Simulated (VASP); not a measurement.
# YHg (P4/mmm) in VASP: further runs

Runs on YHg. Level: LDA. Tasks: single point.

Everything below comes from runs of VASP 6.6.1. Logs are shortened: lines on timing, memory, paths and dates and some standing lists are left out, and cuts for length are marked.

## 1. The cell of the first run

It takes space group P4/mmm (No. 123, tetragonal). The conventional cell has a = 3.682 Å, b = 3.682 Å, c = 3.608 Å, α = 90.00°, β = 90.00°, γ = 90.00°. Within 4.2 Å of Y (site symmetry 4/mmm) lie 8 Hg at 3.17 Å and 6 Y at 3.61 to 3.68 Å. Hg (site symmetry 4/mmm) has 8 Y at 3.17 Å and 6 Hg at 3.61 to 3.68 Å within 4.2 Å.

## 2. Single point, LDA (zz strain of -2 %)

File INCAR:

```
PREC     = Accurate       # precision mode
ENCUT    = 520            # plane-wave cutoff, eV
EDIFF    = 1E-6           # SCF threshold, eV
ISMEAR   = -1             # smearing method
SIGMA    = 0.08           # smearing width, eV
LREAL    = False          # projectors in reciprocal space
LASPH    = True           # aspherical terms in the spheres
NELM     = 80             # most SCF steps
ALGO     = Normal         # electronic algorithm
ISIF     = 2              # what is computed and relaxed
LWAVE    = False          # write WAVECAR
LCHARG   = False          # write CHGCAR
NBANDS   = 18             # bands
```

File KPOINTS:

```
Automatic mesh
0
Gamma
  11 11 11
```

File POSCAR:

```
YHg
1.0
    3.6820000000      0.0000000000      0.0000000000
    0.0000000000      3.6820000000      0.0000000000
    0.0000000000      0.0000000000      3.6083600000
Y Hg
1 1
Direct
    0.5000000000      0.5000000000      0.5000000000
    0.0000000000      0.0000000000      0.0000000000
```

Potentials or basis: VASP PAW LDA potentials, release 64 (Y_sv, Hg).

Launch:

```console
> cat potpaw_LDA.64/Y_sv/POTCAR potpaw_LDA.64/Hg/POTCAR > POTCAR
> mpirun -np 1 vasp_std > vasp.out
```

OUTCAR:

```text
PREC = Accurate
   ENCUT = 520
   EDIFF = 1E-6
   ISMEAR = -1
   LREAL = False
   LASPH = True
   NELM = 80
   ISIF = 2

 ion  position               nearest neighbor table
   1  0.500  0.500  0.500-   2 3.17   2 3.17   2 3.17   2 3.17   2 3.17   2 3.17   2 3.17   2 3.17

   2  0.000  0.000  0.000-   1 3.17   1 3.17   1 3.17   1 3.17   1 3.17   1 3.17   1 3.17   1 3.17

  LATTYP: Found a simple tetragonal cell.
 ALAT       =     3.6820000000
 C/A-ratio  =     0.9800000000

  Lattice vectors:

 A1 = (   3.6820000000,   0.0000000000,   0.0000000000)
 A2 = (   0.0000000000,   3.6820000000,   0.0000000000)
 A3 = (   0.0000000000,   0.0000000000,   3.6083600000)

Analysis of symmetry for initial positions (statically):
=====================================================================
 Subroutine PRICEL returns:
 Original cell was already a primitive cell.

 Routine SETGRP: Setting up the symmetry group for a
 simple tetragonal supercell.

 Subroutine GETGRP returns: Found 16 space group operations
 (whereof 16 operations were pure point group operations)
 out of a pool of 16 trial point group operations.

The static configuration has the point symmetry D_4h.

Analysis of symmetry for dynamics (positions and initial velocities):
=====================================================================
 Subroutine PRICEL returns:
 Original cell was already a primitive cell.

 Routine SETGRP: Setting up the symmetry group for a
 simple tetragonal supercell.

 Subroutine GETGRP returns: Found 16 space group operations
 (whereof 16 operations were pure point group operations)
 out of a pool of 16 trial point group operations.

The dynamic configuration has the point symmetry D_4h.

 Subroutine INISYM returns: Found 16 space group operations
 (whereof 16 operations are pure point group operations),
 and found     1 'primitive' translations

----------------------------------------------------------------------------------------

                                     Primitive cell

  volume of cell :      48.9190

  direct lattice vectors                    reciprocal lattice vectors
     3.682000000  0.000000000  0.000000000     0.271591526  0.000000000  0.000000000
     0.000000000  3.682000000  0.000000000     0.000000000  0.271591526  0.000000000
     0.000000000  0.000000000  3.608360000     0.000000000  0.000000000  0.277134211

  length of vectors
     3.682000000  3.682000000  3.608360000     0.271591526  0.271591526  0.277134211

  position of ions in fractional coordinates (direct lattice)
     0.500000000  0.500000000  0.500000000
     0.000000000  0.000000000  0.000000000

  ion indices of the primitive-cell ions
   primitive index   ion index
                 1           1
                 2           2

----------------------------------------------------------------------------------------

 KPOINTS: Automatic mesh

Automatic generation of k-mesh.
 Grid dimensions read from file:
 generate k-points for:   11   11   11

 Generating k-lattice:

  Cartesian coordinates                     Fractional coordinates (reciprocal lattice)
     0.024690139  0.000000000  0.000000000     0.090909091  0.000000000  0.000000000
     0.000000000  0.024690139  0.000000000     0.000000000  0.090909091  0.000000000
     0.000000000  0.000000000  0.025194019     0.000000000  0.000000000  0.090909091

  Length of vectors
     0.024690139  0.024690139  0.025194019

  Shift w.r.t. Gamma in fractional coordinates (k-lattice)
     0.000000000  0.000000000  0.000000000

 Subroutine IBZKPT returns following result:
 ===========================================

 Found    126 irreducible k-points:

 Following reciprocal coordinates:
            Coordinates               Weight
  0.000000  0.000000  0.000000      1.000000
  0.090909  0.000000  0.000000      4.000000
  0.181818  0.000000  0.000000      4.000000
  0.272727  0.000000  0.000000      4.000000
  0.363636  0.000000  0.000000      4.000000
  0.454545  0.000000  0.000000      4.000000
[... 16 lines left out ...]
  0.090909  0.000000  0.090909      8.000000
  0.181818  0.000000  0.090909      8.000000
 [... further k-points ...]
   k-points           NKPTS =    126   k-points in BZ     NKDIM =    126   number of bands    NBANDS=     18
   number of dos      NEDOS =    301   number of ions     NIONS =      2
   total plane-waves  NPLWV =  21952
   dimension x,y,z NGX =    28 NGY =   28 NGZ =   28
   dimension x,y,z NGXF=    56 NGYF=   56 NGZF=   56
   ions per type =               1   1
   NGX,Y,Z   is equivalent  to a cutoff of  12.64, 12.64, 12.90 a.u.
   NGXF,Y,Z  is equivalent  to a cutoff of  25.28, 25.28, 25.80 a.u.
 SYSTEM =  unknown system
   PREC   = accura    normal or accurate (medium, high low for compatibility)
   ISTART =      0    job   : 0-new  1-cont  2-samecut
   ICHARG =      2    charge: 1-file 2-atom 10-const
   ISPIN  =      1    spin polarized calculation?
   LNONCOLLINEAR =      F non collinear calculations
   LSORBIT =      F    spin-orbit coupling
   LASPH  =      T    aspherical Exc in radial PAW
   ENCUT  =  520.0 eV  38.22 Ry    6.18 a.u.   6.85  6.85  6.71*2*pi/ulx,y,z
   NELM   =     80;   NELMIN=  2; NELMDL= -5     # of ELM steps
   EDIFF  = 0.1E-05   stopping-criterion for ELM
   LREAL  =      F    real-space projection
   EDIFFG = 0.1E-04   stopping-criterion for IOM
   NSW    =      0    number of steps for IOM
   IBRION =     -1    ionic relax: 0-MD 1-quasi-New 2-CG
   NFREE  =      0    steps in history (QN), initial steepest desc. (CG)
   ISIF   =      2    stress and relaxation
   ISYM   =      2    0-nonsym 1-usesym 2-fastsym
   POTIM  = 0.5000    time-step for ionic-motion
   TEBEG  =    0.0;   TEEND  =   0.0 temperature during run
   PSTRESS=    0.0 pullay stress
   NELECT =      23.0000    total number of electrons
   NUPDOWN=      -1.0000    fix difference up-down
   EMIN   =  10.00;   EMAX   =-10.00  energy-range for DOS
   EFERMI =   0.00;   METHOD = LEGACY
   ISMEAR =    -1;   SIGMA  =   0.08  broadening in eV -4-tet -1-fermi 0-gaus
   EFERMI_NEDOS =   21; number of points for ismear=-14 and -15
   IALGO  =     38    algorithm
   IMIX   =      4    mixing-type and parameters
     AMIX     =   0.40;   BMIX     =  1.00
     AMIX_MAG =   1.60;   BMIX_MAG =  1.00
  volume/ion in A,a.u.               =      24.46       165.06
  Fermi-wavevector in a.u.,A,eV,Ry     =   1.272990  2.405602 22.048287  1.620503
  Thomas-Fermi vector in A             =   2.405838
   LORBIT       =      0    0 simple, 1 ext, 2 COOP (PROOUT), +10 PAW based schemes
   GGA     = CA    functional components
   LHFCALC =     F    Hartree Fock is set to
   AEXX    =    0.0000 exact exchange contribution
   IVDW    =     0    specifies the selected vdW correction
   LEPSILON=     F    determine dielectric tensor
   LRPA    =     F    only Hartree local field effects (RPA)
 non-spin polarized calculation
  energy-cutoff  :      520.00
  volume of cell :       48.92
 maximum number of plane-waves:      1341
 NGX is ok and might be reduce to    28
   NGX = 13   NGY = 13   NGZ = 13

 number of electron      23.0000000 magnetization

 Free energy of the ion-electron system (eV)
  ---------------------------------------------------
  ext. energy  EPLUGINS =         0.00000000
  ---------------------------------------------------
  free energy    TOTEN  =        -9.22007745 eV

  energy without entropy =       -9.17440372  energy(sigma->0) =       -9.19724058

 E-fermi :   3.9815     XC(G=0): -10.9626

 val. band max:        3.9703337896   @ k =   0.1818   0.0909   0.1818
 cond. band min:       3.9939676313   @ k =   0.3636   0.0000   0.0000
 fundamental gap:      0.0236338416
 Fermi energy:         3.9815217664

 k-point     1 :       0.0000    0.0000    0.0000
  band No.  band energies     occupation
      1     -38.8688      2.00000
      2     -18.8823      2.00000
      3     -18.8823      2.00000
      4     -18.8564      2.00000
      5      -4.1188      2.00000
      6      -3.8827      2.00000
[... 10 lines left out ...]
     17       8.3693      0.00000
     18       8.7978      0.00000

 k-point     2 :       0.0909    0.0000    0.0000
  band No.  band energies     occupation
      1     -38.8674      2.00000
      2     -18.9046      2.00000
      3     -18.8809      2.00000
      4     -18.8551      2.00000
      5      -4.0068      2.00000
      6      -3.8659      2.00000
[... 10 lines left out ...]
     17       9.2145      0.00000
     18       9.5250      0.00000

 k-point     3 :       0.1818    0.0000    0.0000
  band No.  band energies     occupation
      1     -38.8638      2.00000
      2     -18.9641      2.00000
      3     -18.8772      2.00000
      4     -18.8514      2.00000
      5      -3.8429      2.00000
      6      -3.7934      2.00000
[... 10 lines left out ...]
     17      10.3754      0.00000
     18      10.6568      0.00000

 k-point     4 :       0.2727    0.0000    0.0000
  band No.  band energies     occupation
      1     -38.8589      2.00000
      2     -19.0407      2.00000
      3     -18.8724      2.00000
      4     -18.8466      2.00000
      5      -3.7927      2.00000
      6      -3.6609      2.00000
[... 375 lines left out ...]
      4     -18.8804      2.00000
      5      -3.9922      2.00000
      6      -3.8554      2.00000
[... 10 lines left out ...]
     17       9.2458      0.00000
     18       9.2458      0.00000

 k-point    23 :       0.0909    0.0000    0.0909
  band No.  band energies     occupation
      1     -38.8657      2.00000
      2     -18.9029      2.00000
      3     -18.8810      2.00000
      4     -18.8790      2.00000
      5      -3.8879      2.00000
      6      -3.8293      2.00000
[... 10 lines left out ...]
     17       9.0055      0.00000
     18       9.7078      0.00000

 k-point    24 :       0.1818    0.0000    0.0909
  band No.  band energies     occupation
      1     -38.8621      2.00000
      2     -18.9617      2.00000
      3     -18.8768      2.00000
      4     -18.8752      2.00000
      5      -3.8019      2.00000
      6      -3.7455      2.00000
[... 10 lines left out ...]
     17       9.9558      0.00000
     18      10.6608      0.00000

 [... further k-points ...]

------------------------ aborting loop because EDIFF is reached ----------------------------------------

  FORCE on cell =-STRESS in cart. coord.  units (eV):
  Direction    XX          YY          ZZ          XY          YZ          ZX
  --------------------------------------------------------------------------------------
  -------------------------------------------------------------------------------------
  Total       -0.6408338     -0.6408338     -0.4408901      0.0000000      0.0000000      0.0000000
  in kB      -20.9883619    -20.9883619    -14.4398764      0.0000000      0.0000000      0.0000000
  external PRESSURE =     -18.8055334 kB  Pullay stress =       0.0000000 kB

 VOLUME and BASIS-vectors are now :
 -----------------------------------------------------------------------------
  energy-cutoff  :      520.00
  volume of cell :       48.92
      direct lattice vectors                 reciprocal lattice vectors
     3.682000000  0.000000000  0.000000000     0.271591526  0.000000000  0.000000000
     0.000000000  3.682000000  0.000000000     0.000000000  0.271591526  0.000000000
     0.000000000  0.000000000  3.608360000     0.000000000  0.000000000  0.277134211

 POSITION                                       TOTAL-FORCE (eV/Angst)
 -----------------------------------------------------------------------------------
      1.84100      1.84100      1.80418         0.000000      0.000000      0.000000
      0.00000      0.00000      0.00000         0.000000      0.000000      0.000000
 -----------------------------------------------------------------------------------
    total drift:                                0.000000      0.000000      0.000000

  FREE ENERGIE OF THE ION-ELECTRON SYSTEM (eV)
  ---------------------------------------------------
  free  energy   TOTEN  =        -9.2200774481 eV

  energy  without entropy=       -9.1744037183  energy(sigma->0) =       -9.19724058
```

Wall time 63 s (1 thread of Intel Xeon Platinum 8259CL at 2.50GHz (Skylake/Cascade Lake), shared host); peak memory 0.25 GiB.

Results:

| Quantity | Value |
| --- | --- |
| Free energy | -9.2201 eV |
| Pressure | -1.9 GPa |
| Band gap on the k mesh | zero (an odd number of electrons rules out a gap without spin polarisation) |

Levels at points of the mesh, in eV from the Fermi level:
```csv
k point,band 7,band 8,band 9,band 10,band 11,band 12,band 13,band 14,band 15,band 16
"(0.00, 0.00, 0.00)",-7.85,-7.27,-7.24,-7.24,0.22,0.28,3.83,3.91,3.91,4.39
```

Caveat: the cell differs from its parent crystal (zz strain of -2 %); spin-orbit coupling is left out, which moves the levels of the heavy elements.

(Part 1 of 2 ends here.)
